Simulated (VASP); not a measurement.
# HfN (F-43m) in VASP: notebook, part 2 of 2

VASP 6.6.1.

## (4) Relaxation of cell and atoms, PBE0

This run uses another cell than the first one, of 14.79 Å³/atom.

File POSCAR:

```
HfN
1.0
    0.0000000000      2.4548220000      2.4548220000
    2.4548220000      0.0000000000      2.4548220000
    2.4548220000      2.4548220000      0.0000000000
Hf N
1 1
Direct
    0.0000000000      0.0000000000      0.0000000000
    0.2500000000      0.2500000000      0.2500000000
```

File INCAR.step1:

```
SYSTEM = HfN
ALGO = Normal
EDIFF = 1E-5
ENCUT = 600
GGA = PE
ISMEAR = -1
LASPH = .True.
LCHARG = .False.
LREAL = .False.
LWAVE = .True.
NBANDS = 14
NELM = 60
PREC = Accurate
SIGMA = 0.05
```

File INCAR.step2:

```
SYSTEM = HfN
AEXX = 0.25
ALGO = Normal
EDIFF = 1E-6
EDIFFG = -0.01
ENCUT = 600
GGA = PE
IBRION = 2
ISIF = 3
ISMEAR = -1
ISTART = 1
LASPH = .True.
LCHARG = .False.
LHFCALC = .True.
LREAL = .False.
LWAVE = .False.
NELM = 60
NSW = 60
PREC = Accurate
PRECFOCK = Normal
SIGMA = 0.05
```

File KPOINTS:

```
k-points
0
Gamma
  5 5 5
  0 0 0
```

Command:

```bash
$ cat potpaw_PBE.64/Hf_pv/POTCAR potpaw_PBE.64/N/POTCAR > POTCAR
$ cp INCAR.step1 INCAR
$ mpirun -np 1 vasp_std > vasp.out
$ cp INCAR.step2 INCAR
$ mpirun -np 1 vasp_std > vasp.out
```

It took 24 min on 1 thread of Intel Xeon Platinum 8488C (Sapphire Rapids), shared host; peak memory 0.18 GiB.

Results (log left out):

- Free energy: -26.2195 eV
- Relaxed volume: 14.48 Å³/atom
- Relaxed cell: a = 3.447 Å, b = 3.447 Å, c = 3.447 Å, α = 60.00°, β = 60.00°, γ = 60.00°
- Space group after relaxing (to 0.1 Å): F-43m (No. 216)
- Energy gained by relaxing: 4.5 meV/atom
- Ionic steps: 3
- Pressure after relaxing: 0.0 GPa
- Band gap on the k mesh: zero (an odd number of electrons rules out a gap without spin polarisation)

Step by step:
```
step  energy change (eV)  largest force (eV/Å)  pressure (GPa)  volume (Å³)
   1              0.0000                0.0000           -4.46        29.59
   2              0.0201                0.0000            8.83        27.86
   3             -0.0091                0.0000           -0.04        28.96
```

Final structure:
```
Hf N
1.0
     0.00000    2.43725    2.43725
     2.43725    0.00000    2.43725
     2.43725    2.43725    0.00000
Hf N
1 1
Direct
  0.00000 0.00000 0.00000
  0.25000 0.25000 0.25000
```

Levels at points of the mesh, in eV from the Fermi level:
| k point | band 5 | band 6 | band 7 | band 8 | band 9 | band 10 |
| --- | --- | --- | --- | --- | --- | --- |
| (0.00, 0.00, 0.00) | -7.03 | -7.03 | -7.03 | -0.80 | 3.27 | 3.27 |

Caveat: the k points lie up to 0.45 Å⁻¹ apart in the final cell, too coarse for converged energies and pressures of a metal; the PAW data sets were made with another functional, which shifts forces and pressure a little; spin-orbit coupling is left out, which moves the levels of the heavy elements; an odd number of electrons without spin polarisation forces a metal; a magnetic or distorted state may lie lower.

## (5) Single point, PBE-based screened hybrid with 25 % exact exchange

This run uses another cell than the first one, of 14.79 Å³/atom.

POSCAR is that of step 4.

File INCAR.step1:

```
PREC = Accurate
ENCUT = 520
EDIFF = 1E-5
ISMEAR = -1
SIGMA = 0.05
LREAL = False
LASPH = True
NELM = 60
ALGO = Normal
ISIF = 2
LWAVE = True
LCHARG = False
NBANDS = 14
GGA = PE
```

File INCAR.step2:

```
PREC = Accurate
ENCUT = 520
EDIFF = 1E-7
ISMEAR = -1
SIGMA = 0.05
LREAL = False
LASPH = True
NELM = 60
ALGO = Normal
ISIF = 2
LWAVE = False
LCHARG = False
GGA = PE
LHFCALC = True
AEXX = 0.25
HFSCREEN = 0.3
PRECFOCK = Normal
NBANDS = 14
ISTART = 1
```

File KPOINTS:

```
regular mesh
0
Gamma
  5 5 5
```

Potentials or basis: VASP PAW PBE potentials, release 64 (Hf_pv, N).

Command:

```bash
$ cat potpaw_PBE.64/Hf_pv/POTCAR potpaw_PBE.64/N/POTCAR > POTCAR
$ cp INCAR.step1 INCAR
$ mpirun -np 1 vasp_std > vasp.out
$ cp INCAR.step2 INCAR
$ mpirun -np 1 vasp_std > vasp.out
```

OUTCAR:

```text
PREC = Accurate
   ENCUT = 520
   EDIFF = 1E-7
   ISMEAR = -1
   LREAL = False
   LASPH = True
   NELM = 60
   ISIF = 2
   GGA = PE
   LHFCALC = True
   AEXX = 0.25
   HFSCREEN = 0.3
   PRECFOCK = Normal
   ISTART = 1

 ion  position               nearest neighbor table
   1  0.000  0.000  0.000-   2 2.13   2 2.13   2 2.13   2 2.13
   2  0.250  0.250  0.250-   1 2.13   1 2.13   1 2.13   1 2.13

  LATTYP: Found a face centered cubic cell.
[... 350 lines left out ...]
     14      16.9273      0.00000

------------------------ aborting loop because EDIFF is reached ----------------------------------------

  FORCE on cell =-STRESS in cart. coord.  units (eV):
  Direction    XX          YY          ZZ          XY          YZ          ZX
  --------------------------------------------------------------------------------------
  -------------------------------------------------------------------------------------
  Total       -0.7104914     -0.7104914     -0.7104914     -0.0000000     -0.0000000      0.0000000
  in kB      -38.4750677    -38.4750677    -38.4750677     -0.0000000     -0.0000000      0.0000000
  external PRESSURE =     -38.4750677 kB  Pullay stress =       0.0000000 kB

 VOLUME and BASIS-vectors are now :
 -----------------------------------------------------------------------------
  energy-cutoff  :      520.00
  volume of cell :       29.59
      direct lattice vectors                 reciprocal lattice vectors
     0.000000000  2.454822000  2.454822000    -0.203680756  0.203680756  0.203680756
     2.454822000  0.000000000  2.454822000     0.203680756 -0.203680756  0.203680756
     2.454822000  2.454822000  0.000000000     0.203680756  0.203680756 -0.203680756

 POSITION                                       TOTAL-FORCE (eV/Angst)
 -----------------------------------------------------------------------------------
      0.00000      0.00000      0.00000         0.000000      0.000000      0.000000
      1.22741      1.22741      1.22741        -0.000000     -0.000000     -0.000000
 -----------------------------------------------------------------------------------
    total drift:                               -0.000000     -0.000000     -0.000000

  FREE ENERGIE OF THE ION-ELECTRON SYSTEM (eV)
  ---------------------------------------------------
  free  energy   TOTEN  =       -24.0167343329 eV

  energy  without entropy=      -23.9944967520  energy(sigma->0) =      -24.00561554
```

OSZICAR.step1:

```text
N       E                     dE             d eps       ncg     rms          rms(c)
DAV:   1     0.423556852362E+02    0.42356E+02   -0.76634E+03   280   0.972E+02
DAV:   2    -0.221887063705E+02   -0.64544E+02   -0.60439E+02   382   0.228E+02
DAV:   3    -0.247770721881E+02   -0.25884E+01   -0.25791E+01   322   0.388E+01
DAV:   4    -0.247923880206E+02   -0.15316E-01   -0.15314E-01   352   0.353E+00
DAV:   5    -0.247925548857E+02   -0.16687E-03   -0.16686E-03   304   0.326E-01    0.536E+01
DAV:   6    -0.213040359042E+02    0.34885E+01   -0.13337E+01   304   0.252E+01    0.395E+01
DAV:   7    -0.211798194775E+02    0.12422E+00   -0.76494E-01   292   0.763E+00    0.257E+01
DAV:   8    -0.211688104773E+02    0.11009E-01   -0.11859E-01   352   0.309E+00    0.754E+00
DAV:   9    -0.211597136130E+02    0.90969E-02   -0.24386E-02   316   0.116E+00    0.161E+00
DAV:  10    -0.211596869829E+02    0.26630E-04   -0.12902E-03   328   0.324E-01    0.113E-01
DAV:  11    -0.211596835465E+02    0.34364E-05   -0.67873E-05   340   0.761E-02
   1 F= -.21159684E+02 E0= -.21149512E+02  d E =-.203433E-01
```

Wall time 12 min (1 thread of Intel Xeon Platinum 8259CL at 2.50GHz (Skylake/Cascade Lake), shared host); peak memory 0.26 GiB.

Results:

* Free energy: -24.0167 eV
* Pressure: -3.8 GPa
* Band gap on the k mesh: zero (an odd number of electrons rules out a gap without spin polarisation)

Caveat: the k points lie up to 0.44 Å⁻¹ apart, too coarse for converged energies and pressures of a metal; the PAW data sets were made with another functional, which shifts forces and pressure a little; spin-orbit coupling is left out, which moves the levels of the heavy elements; an odd number of electrons without spin polarisation forces a metal; a magnetic or distorted state may lie lower.

## (6) Single point, PBE-based screened hybrid with 25 % exact exchange

This run uses another cell than the first one, of 14.70 Å³/atom.

File POSCAR:

```
HfN
1.0
    0.0000000000      2.4498259844      2.4498259844
    2.4498259844      0.0000000000      2.4498259844
    2.4498259844      2.4498259844      0.0000000000
Hf N
1 1
Direct
    0.0000000000      0.0000000000      0.0000000000
    0.2500000000      0.2500000000      0.2500000000
```

File INCAR.step1:

```
  ALGO = Normal
  EDIFF = 1E-5
  ENCUT = 520
  GGA = PE
  ISIF = 2
  ISMEAR = -1
  LASPH = T
  LREAL = F
  LWAVE = T
  NBANDS = 14
  NELM = 100
  PREC = Accurate
  SIGMA = 0.05
```

File INCAR.step2:

```
  AEXX = 0.25
  ALGO = Normal
  EDIFF = 1E-6
  ENCUT = 520
  GGA = PE
  HFSCREEN = 0.3
  ISIF = 2
  ISMEAR = -1
  ISTART = 1
  LASPH = T
  LCHARG = T
  LELF = T
  LHFCALC = T
  LREAL = F
  LVHAR = T
  LWAVE = F
  NBANDS = 14
  NELM = 100
  PREC = Accurate
  PRECFOCK = Normal
  SIGMA = 0.05
```

File KPOINTS:

```
k-points
0
Gamma
  5 5 5
```

Potentials or basis: VASP PAW PBE potentials, release 64 (Hf_pv, N).

Command:

```bash
$ cat potpaw_PBE.64/Hf_pv/POTCAR potpaw_PBE.64/N/POTCAR > POTCAR
$ cp INCAR.step1 INCAR
$ mpirun -np 1 vasp_std > vasp.out
$ cp INCAR.step2 INCAR
$ mpirun -np 1 vasp_std > vasp.out
```

Run time: 10 min. Hardware: 1 thread of Intel Xeon Platinum 8259CL at 2.50GHz (Skylake/Cascade Lake), shared host; peak memory 0.26 GiB.

It converged, with:

* Free energy: -24.0203 eV
* Pressure: -2.6 GPa
* Band gap on the k mesh: zero (an odd number of electrons rules out a gap without spin polarisation)

Levels at points of the mesh, in eV from the Fermi level:
```
           k point  band 3  band 4  band 5  band 6  band 7  band 8  band 9  band 10  band 11  band 12
(0.00, 0.00, 0.00)  -33.50  -18.40   -6.52   -6.52   -6.52   -0.76    2.57     2.57     7.09     7.09
```

Caveat: the k points lie up to 0.44 Å⁻¹ apart, too coarse for converged energies and pressures of a metal; the PAW data sets were made with another functional, which shifts forces and pressure a little; spin-orbit coupling is left out, which moves the levels of the heavy elements; an odd number of electrons without spin polarisation forces a metal; a magnetic or distorted state may lie lower.

## (7) The runs side by side

```csv
task,level,cell,cutoff (eV),share of exact exchange,screening parameter,gap on the mesh (eV),pressure (GPa)
single point,B3LYP,"a = 3.490 Å, angles 60.0°, 2 atoms",520,0.2,-,none,-1.9
single point,HF,"a = 3.518 Å, angles 60.0°, 2 atoms",520,1,-,none,-6.7
relaxation of cell and atoms,PBE0,"relaxed from a = 3.472 Å, angles 60.0°, 2 atoms",600,0.25,-,none,0.0
single point,PBE-based screened hybrid with 25 % exact exchange,"a = 3.472 Å, angles 60.0°, 2 atoms",520,0.25,0.3 1/Å,none,-3.8
single point,PBE-based screened hybrid with 25 % exact exchange,"a = 3.465 Å, angles 60.0°, 2 atoms",520,0.25,0.3 1/Å,none,-2.6
```

Alike in all rows: potentials or basis VASP PAW PBE potentials, release 64 (Hf_pv, N); no spin polarisation; k mesh 5 × 5 × 5; smearing fermi-dirac 0.05 eV.

Caveats: all runs use coarse meshes; the PAW data sets were made with another functional, which shifts forces and pressure a little; spin-orbit coupling is left out, which moves the levels of the heavy elements; an odd number of electrons without spin polarisation forces a metal; a magnetic or distorted state may lie lower.

Absolute energies hang on the potentials; compare differences alone.
